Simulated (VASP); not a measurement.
# Pd (P6_3/mmc) in VASP: further runs

The runs below take Pd through relaxation of cell and atoms, with PBE.

Program: VASP 6.6.1. These are calculated values, not measurements. Logs are shortened: lines on timing, memory, paths and dates and some standing lists are left out, and cuts for length are marked.

### 1 The cell of the first run

The structure is hexagonal, space group P6_3/mmc (No. 194). The conventional cell has a = 2.346 Å, b = 2.346 Å, c = 3.801 Å, α = 90.00°, β = 90.00°, γ = 120.00°. Pd (site symmetry -6m2) has 12 Pd at 2.33 to 2.35 Å within 3.1 Å.

This isn't the form of Pd at room conditions, which is fcc.

### 2 Relaxation of cell and atoms, PBE, target pressure 350 GPa, at which the enthalpy is minimised

Contents of INCAR:

```
SYSTEM = Pd
  ALGO = Normal
  EDIFF = 1E-6
  EDIFFG = -0.005
  ENCUT = 600
  GGA = PE
  IBRION = 2
  ISIF = 3
  ISMEAR = -1
  LASPH = .True.
  LCHARG = .False.
  LREAL = .False.
  LWAVE = .False.
  NELM = 80
  NSW = 60
  PREC = Accurate
  PSTRESS = 3500.0
  SIGMA = 0.05
```

Contents of KPOINTS:

```
k-points
0
Gamma
  19 19 10
  0 0 0
```

Contents of POSCAR:

```
Pd
1.0
    2.3462461191      0.0000000000      0.0000000000
   -1.1731230596      2.0319087427      0.0000000000
    0.0000000000      0.0000000000      3.8009187130
Pd
2
Direct
    0.3333333333      0.6666666667      0.2500000000
    0.6666666667      0.3333333333      0.7500000000
```

Potentials or basis: VASP PAW PBE potentials, release 64 (Pd).

Command:

```sh
$ cat potpaw_PBE.64/Pd/POTCAR > POTCAR
$ mpirun -np 1 vasp_std > vasp.out
```

OUTCAR:

```text
SYSTEM = Pd
   EDIFF = 1E-6
   EDIFFG = -0.005
   ENCUT = 600
   GGA = PE
   IBRION = 2
   ISIF = 3
   ISMEAR = -1
   LASPH = .True.
   LREAL = .False.
   NELM = 80
   NSW = 60
   PREC = Accurate
   PSTRESS = 3500.0

 ion  position               nearest neighbor table
   1  0.333  0.667  0.250-   2 2.33   2 2.33   2 2.33   2 2.33   2 2.33   2 2.33   2 3.31   2 3.31
                             2 3.31   2 3.31   2 3.31   2 3.31
   2  0.667  0.333  0.750-   1 2.33   1 2.33   1 2.33   1 2.33   1 2.33   1 2.33   1 3.31   1 3.31
                             1 3.31   1 3.31   1 3.31   1 3.31

  LATTYP: Found a hexagonal cell.
 ALAT       =     2.3462461191
 C/A-ratio  =     1.6200000000

  Lattice vectors:

 A1 = (   2.3462461191,   0.0000000000,   0.0000000000)
 A2 = (  -1.1731230596,   2.0319087427,   0.0000000000)
 A3 = (   0.0000000000,   0.0000000000,   3.8009187130)

Analysis of symmetry for initial positions (statically):
=====================================================================
 Subroutine PRICEL returns:
 Original cell was already a primitive cell.

 Routine SETGRP: Setting up the symmetry group for a
 hexagonal supercell.

 Subroutine GETGRP returns: Found 24 space group operations
 (whereof 12 operations were pure point group operations)
 out of a pool of 24 trial point group operations.

The static configuration has the point symmetry D_3d.
 The point group associated with its full space group is D_6h.

Analysis of symmetry for dynamics (positions and initial velocities):
=====================================================================
 Subroutine PRICEL returns:
 Original cell was already a primitive cell.

 Routine SETGRP: Setting up the symmetry group for a
 hexagonal supercell.

 Subroutine GETGRP returns: Found 24 space group operations
 (whereof 12 operations were pure point group operations)
 out of a pool of 24 trial point group operations.

The dynamic configuration has the point symmetry D_3d.
 The point group associated with its full space group is D_6h.

 Subroutine INISYM returns: Found 24 space group operations
 (whereof 12 operations are pure point group operations),
 and found     1 'primitive' translations

----------------------------------------------------------------------------------------

                                     Primitive cell

  volume of cell :      18.1203

  direct lattice vectors                    reciprocal lattice vectors
     2.346246119  0.000000000  0.000000000     0.426212745  0.246074043  0.000000000
    -1.173123060  2.031908743  0.000000000     0.000000000  0.492148087  0.000000000
     0.000000000  0.000000000  3.800918713     0.000000000  0.000000000  0.263094287

  length of vectors
     2.346246119  2.346246119  3.800918713     0.492148087  0.492148087  0.263094287

  position of ions in fractional coordinates (direct lattice)
     0.333333333  0.666666667  0.250000000
     0.666666667  0.333333333  0.750000000

  ion indices of the primitive-cell ions
   primitive index   ion index
                 1           1
                 2           2

----------------------------------------------------------------------------------------

 KPOINTS: k-points

Automatic generation of k-mesh.
 Grid dimensions read from file:
 generate k-points for:   19   19   10

 Generating k-lattice:

  Cartesian coordinates                     Fractional coordinates (reciprocal lattice)
     0.022432250  0.012951265  0.000000000     0.052631579 -0.000000000  0.000000000
     0.000000000  0.025902531  0.000000000     0.000000000  0.052631579  0.000000000
     0.000000000  0.000000000  0.026309429     0.000000000  0.000000000  0.100000000

  Length of vectors
     0.025902531  0.025902531  0.026309429

  Shift w.r.t. Gamma in fractional coordinates (k-lattice)
     0.000000000  0.000000000  0.000000000

 Subroutine IBZKPT returns following result:
 ===========================================

 Found    240 irreducible k-points:

 Following reciprocal coordinates:
            Coordinates               Weight
  0.000000  0.000000  0.000000      1.000000
  0.052632 -0.000000  0.000000      6.000000
  0.105263 -0.000000  0.000000      6.000000
  0.157895 -0.000000  0.000000      6.000000
  0.210526 -0.000000  0.000000      6.000000
  0.263158 -0.000000  0.000000      6.000000
[... 16 lines left out ...]
  0.263158  0.105263  0.000000     12.000000
  0.315789  0.105263  0.000000     12.000000
 [... further k-points ...]
   k-points           NKPTS =    240   k-points in BZ     NKDIM =    240   number of bands    NBANDS=     14
   number of dos      NEDOS =    301   number of ions     NIONS =      2
   total plane-waves  NPLWV =  12000
   dimension x,y,z NGX =    20 NGY =   20 NGZ =   30
   dimension x,y,z NGXF=    40 NGYF=   40 NGZF=   60
   ions per type =               2
   NGX,Y,Z   is equivalent  to a cutoff of  14.17, 14.17, 13.12 a.u.
   NGXF,Y,Z  is equivalent  to a cutoff of  28.34, 28.34, 26.24 a.u.
 SYSTEM =  Pd
   PREC   = accura    normal or accurate (medium, high low for compatibility)
   ISTART =      0    job   : 0-new  1-cont  2-samecut
   ICHARG =      2    charge: 1-file 2-atom 10-const
   ISPIN  =      1    spin polarized calculation?
   LNONCOLLINEAR =      F non collinear calculations
   LSORBIT =      F    spin-orbit coupling
   LASPH  =      T    aspherical Exc in radial PAW
   ENCUT  =  600.0 eV  44.10 Ry    6.64 a.u.   4.69  4.69  7.59*2*pi/ulx,y,z
   NELM   =     80;   NELMIN=  2; NELMDL= -5     # of ELM steps
   EDIFF  = 0.1E-05   stopping-criterion for ELM
   LREAL  =      F    real-space projection
   EDIFFG = -.5E-02   stopping-criterion for IOM
   NSW    =     60    number of steps for IOM
   IBRION =      2    ionic relax: 0-MD 1-quasi-New 2-CG
   NFREE  =      1    steps in history (QN), initial steepest desc. (CG)
   ISIF   =      3    stress and relaxation
   ISYM   =      2    0-nonsym 1-usesym 2-fastsym
   POTIM  = 0.5000    time-step for ionic-motion
   TEBEG  =    0.0;   TEEND  =   0.0 temperature during run
   PSTRESS= 3500.0 pullay stress
   NELECT =      20.0000    total number of electrons
   NUPDOWN=      -1.0000    fix difference up-down
   EMIN   =  10.00;   EMAX   =-10.00  energy-range for DOS
   EFERMI =   0.00;   METHOD = LEGACY
   ISMEAR =    -1;   SIGMA  =   0.05  broadening in eV -4-tet -1-fermi 0-gaus
   EFERMI_NEDOS =   21; number of points for ismear=-14 and -15
   IALGO  =     38    algorithm
   IMIX   =      4    mixing-type and parameters
     AMIX     =   0.40;   BMIX     =  1.00
     AMIX_MAG =   1.60;   BMIX_MAG =  1.00
  volume/ion in A,a.u.               =       9.06        61.14
  Fermi-wavevector in a.u.,A,eV,Ry     =   1.691853  3.197139 38.944877  2.862368
  Thomas-Fermi vector in A             =   2.773545
   LORBIT       =      0    0 simple, 1 ext, 2 COOP (PROOUT), +10 PAW based schemes
   GGA     = PE    functional components
   LHFCALC =     F    Hartree Fock is set to
   AEXX    =    0.0000 exact exchange contribution
   IVDW    =     0    specifies the selected vdW correction
   LEPSILON=     F    determine dielectric tensor
   LRPA    =     F    only Hartree local field effects (RPA)
 conjugate gradient relaxation of ions
 non-spin polarized calculation
  energy-cutoff  :      600.00
  volume of cell :       18.12
 maximum number of plane-waves:       620
 NGX is ok and might be reduce to    20
   NGX =  9   NGY =  9   NGZ = 15

--------------------------------------- Ionic step        1  -------------------------------------------

 number of electron      19.9999996 magnetization

 Free energy of the ion-electron system (eV)
  ---------------------------------------------------
  ext. energy  EPLUGINS =         0.00000000
  ---------------------------------------------------
  free energy    TOTEN  =        -2.12373001 eV

  energy without entropy =       -2.10190130  energy(sigma->0) =       -2.11281566

------------------------ aborting loop because EDIFF is reached ----------------------------------------

  FORCE on cell =-STRESS in cart. coord.  units (eV):
  Direction    XX          YY          ZZ          XY          YZ          ZX
  --------------------------------------------------------------------------------------
  -------------------------------------------------------------------------------------
  Total       39.5292409     39.5292409     42.4223123     -0.0000000      0.0000000      0.0000000
  in kB     3495.1249663   3495.1249664   3750.9266465     -0.0000001      0.0000000      0.0000000
  external PRESSURE =      80.3921931 kB  Pullay stress =    3500.0000000 kB
[... 251 lines left out ...]
  enthalpy is  TOTEN    =        37.4408807804 eV   P V=       39.4409148150

--------------------------------------- Ionic step        8  -------------------------------------------

 number of electron      20.0000001 magnetization

 Free energy of the ion-electron system (eV)
  ---------------------------------------------------
  ext. energy  EPLUGINS =         0.00000000
  ---------------------------------------------------
  free energy    TOTEN  =        -2.34529382 eV

  energy without entropy =       -2.32571251  energy(sigma->0) =       -2.33550316

 E-fermi :  20.6527     XC(G=0): -16.4125

 val. band max:       20.6410267587   @ k =   0.2632  -0.0000   0.0000
 cond. band min:      20.6604382377   @ k =   0.2632   0.2632   0.5000
 fundamental gap:      0.0194114790
 Fermi energy:        20.6527365522

 k-point     1 :       0.0000    0.0000    0.0000
  band No.  band energies     occupation
      1       9.1309      2.00000
      2      10.1432      2.00000
      3      14.2502      2.00000
      4      14.6344      2.00000
      5      14.6344      2.00000
      6      15.4575      2.00000
      7      15.4575      2.00000
      8      16.9015      2.00000
      9      16.9015      2.00000
     10      20.0354      1.99999
     11      20.0354      1.99999
     12      20.4804      1.93827
     13      32.7346      0.00000
     14      36.7576      0.00000
[... 375 lines left out ...]
 k-point    24 :       0.3158    0.1053    0.0000
  band No.  band energies     occupation
      1      10.5915      2.00000
      2      11.2784      2.00000
      3      11.8000      2.00000
      4      14.4173      2.00000
      5      14.9324      2.00000
      6      15.5183      2.00000
      7      15.6609      2.00000
      8      18.6691      2.00000
      9      19.9170      2.00000
     10      20.5150      1.88030
     11      22.1252      0.00000
     12      31.8058      0.00000
     13      32.9244      0.00000
     14      34.1463      0.00000

 [... further k-points ...]

------------------------ aborting loop because EDIFF is reached ----------------------------------------

  FORCE on cell =-STRESS in cart. coord.  units (eV):
  Direction    XX          YY          ZZ          XY          YZ          ZX
  --------------------------------------------------------------------------------------
  -------------------------------------------------------------------------------------
  Total       39.7773072     39.7773072     39.7751719     -0.0000000      0.0000000      0.0000000
  in kB     3499.9343777   3499.9343779   3499.7464988     -0.0000002      0.0000000      0.0000000
  external PRESSURE =      -0.1282485 kB  Pullay stress =    3500.0000000 kB
[... 17 lines left out ...]
  FREE ENERGIE OF THE ION-ELECTRON SYSTEM (eV)
  ---------------------------------------------------
  free  energy   TOTEN  =        -2.3452938162 eV

  energy  without entropy=       -2.3257125109  energy(sigma->0) =       -2.33550316

  enthalpy is  TOTEN    =        37.4327591700 eV   P V=       39.7780529862

 reached required accuracy - stopping structural energy minimisation
```

It took 5.3 min on 1 thread of Intel Xeon 8259CL, shared host; peak memory 0.2 GiB.

What came out:

```yaml
Free_energy: -2.3453 eV
Relaxed_volume: 9.10 Å³/atom
Relaxed_cell: a = 2.330 Å, b = 2.330 Å, c = 3.873 Å, α = 90.00°, β = 90.00°, γ = 120.00°
Space_group_after_relaxing_to_0.1_Å: P6_3/mmc (No. 194)
Energy_change_on_relaxing_the_run_minimises_the_enthalpy: -110.8 meV/atom
Ionic_steps: 8
Pressure_after_relaxing: 350.0 GPa
Band_gap_on_the_k_mesh: zero (bands 10 and 11 overlap by 2.05 eV)
```

The path:
```tsv
step	energy change (eV)	largest force (eV/Å)	pressure (GPa)	volume (Å³)
1	0.0000	0.0000	358.04	18.12
2	-2.2629	0.0000	268.96	19.31
3	-0.5017	0.0000	338.86	18.34
4	0.4809	0.0000	375.70	17.94
5	-0.3023	0.0000	346.80	18.25
6	-0.2981	0.0000	346.99	18.24
7	0.1237	0.0000	363.32	18.05
8	-0.2216	0.0000	349.99	18.21
```

Final structure:
```
Pd
1.0
     2.32994    0.00000    0.00000
    -1.16497    2.01779    0.00000
     0.00000    0.00000    3.87315
Pd
2
Direct
  0.33333 0.66667 0.25000
  0.66667 0.33333 0.75000
```

Caveat: the cell is relaxed towards a set pressure, so the run minimises the enthalpy, not the energy.

### 3 Relaxation of cell and atoms, PBE, target pressure 350 GPa, at which the enthalpy is minimised

This run uses another cell than the first one, of 9.10 Å³/atom.

Contents of INCAR:

```
SYSTEM = Pd
PREC = Accurate ; ENCUT = 600
EDIFF = 1E-7 ; ISMEAR = -1
SIGMA = 0.05 ; LREAL = .FALSE.
LASPH = .TRUE. ; NELM = 80
ALGO = Normal ; ISIF = 3
LWAVE = .FALSE. ; LCHARG = .FALSE.
GGA = PE ; IBRION = 2
NSW = 32 ; EDIFFG = -0.005
PSTRESS = 3500.0
```

Contents of KPOINTS:

```
Automatic mesh
0
G
  19 19 10
  0 0 0
```

Contents of POSCAR:

```
Pd
1.0
    2.3298093495      0.0000000000      0.0000000000
   -1.1649046748      2.0176740827      0.0000000000
    0.0000000000      0.0000000000      3.8712797958
Pd
2
Direct
    0.3333333333      0.6666666667      0.2500000000
    0.6666666667      0.3333333333      0.7500000000
```

Potentials or basis: VASP PAW PBE potentials, release 64 (Pd).

Command:

```sh
$ cat potpaw_PBE.64/Pd/POTCAR > POTCAR
$ mpirun -np 1 vasp_std > vasp.out
```

Wall time 3.9 min (1 thread of Intel Xeon 8259CL, shared host); peak memory 0.2 GiB.

Results (log left out):

```
Free energy                                                : -2.3449 eV
Relaxed volume                                             : 9.10 Å³/atom
Relaxed cell                                               : a = 2.330 Å, b = 2.330 Å, c = 3.873 Å, α = 90.00°, β = 90.00°, γ = 120.00°
Space group after relaxing (to 0.1 Å)                      : P6_3/mmc (No. 194)
Energy change on relaxing (the run minimises the enthalpy) : -11.6 meV/atom
Ionic steps                                                : 7
Pressure after relaxing                                    : 350.0 GPa
Band gap on the k mesh                                     : zero (bands 10 and 11 overlap by 2.05 eV)
```

Step by step:
```csv
step,energy change (eV),largest force (eV/Å),pressure (GPa),volume (Å³)
1,0.0000,0.0000,350.89,18.20
2,-0.2867,0.0000,339.70,18.33
3,-0.0234,0.0000,349.97,18.21
4,-0.0239,0.0000,349.96,18.21
5,-0.0243,0.0000,349.94,18.21
6,-0.0216,0.0000,350.05,18.21
7,-0.0233,0.0000,349.98,18.21
```

Final structure:
```yaml
crystal:
  lattice:
    - [2.32992, 0.00000, 0.00000]
    - [-1.16496, 2.01777, 0.00000]
    - [0.00000, 0.00000, 3.87319]
  atoms:
    - { symbol: Pd, position: [0.33333, 0.66667, 0.25000] }
    - { symbol: Pd, position: [0.66667, 0.33333, 0.75000] }
```

Levels at points of the mesh, in eV from the Fermi level:
```csv
k point,band 6,band 7,band 8,band 9,band 10,band 11,band 12,band 13,band 14
"(0.00, 0.00, 0.00)",-5.20,-5.20,-3.75,-3.75,-0.62,-0.62,-0.17,12.08,16.10
"(0.00, 0.00, 0.50)",-6.09,-5.86,-5.86,-1.54,-1.54,-1.54,-1.54,15.54,15.54
```

Caveat: the cell is relaxed towards a set pressure, so the run minimises the enthalpy, not the energy.
